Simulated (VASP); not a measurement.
Re:

```xyz
2
Lattice="2.7608 0.0000 0.0000 -1.3804 2.3909 0.0000 0.0000 0.0000 4.4582" Properties=species:S:1:pos:R:3 pbc="T T T"
Re    1.3804    0.7970    3.3436
Re    0.0000    1.5939    1.1145
```

```yaml
Program: VASP 6.6.1
Task: relaxation of cell and atoms
Functional: PBE
Potentials_or_basis: VASP PAW PBE potentials, release 64 (Re)
Cutoff: 600 eV
k_mesh: 11 × 11 × 6
Occupations: fermi-dirac, width 0.05 eV
Spin: no spin polarisation
```

At the start: pressure 5.7 GPa; volume 14.71 Å³/atom.

Q: Where does the relaxation end?

A: Over 4 steps the energy falls by 3.8 meV/atom and the volume is 14.93 Å³/atom (+1.5 %); space group P6_3/mmc (No. 194, to 0.05 Å).

The path:
```
step  energy change (eV)  largest force (eV/Å)  pressure (GPa)  volume (Å³)
   1              0.0000                0.0000            5.70        29.43
   2              0.1110                0.0000          -19.45        31.71
   3             -0.0077                0.0000           -0.14        29.88
   4             -0.0077                0.0000            0.00        29.87
```

Final structure:
```
Re
1.0
     2.77432    0.00000    0.00000
    -1.38716    2.40263    0.00000
     0.00000    0.00000    4.48077
Re
2
Direct
  0.66667 0.33333 0.75000
  0.33333 0.66667 0.25000
```
